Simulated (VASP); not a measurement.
Runs of VASP 6.6.1 on Co. The structure is that of space group Im-3m (No. 229), or close to it. The cells are those of the table. 

```tsv
cell	gap on the mesh (eV)	pressure (GPa)	moment (μB)
a = 2.481 Å, angles 109.5°, 1 atom	none	-10.6	1.78
a = 2.433 Å, angles 109.5°, 1 atom	none	-0.8	(a)
a = 2.512 Å, angles 109.5°, 1 atom	none	-15.4	1.82
a = 2.358 Å, angles 109.5°, 1 atom	none	(b)	1.68
```

Alike in all rows: task single point; level PBE; potentials or basis VASP PAW PBE potentials, release 64 (Co); spin collinear, ferromagnetic start; k mesh 20 × 20 × 20; cutoff (eV) 520; smearing gaussian 0.1 eV.

Task: Fill in the values left out.

Result: (a) 1.73; (b) 22.9.

A gap of «none» marks levels without a gap at the run's occupations.
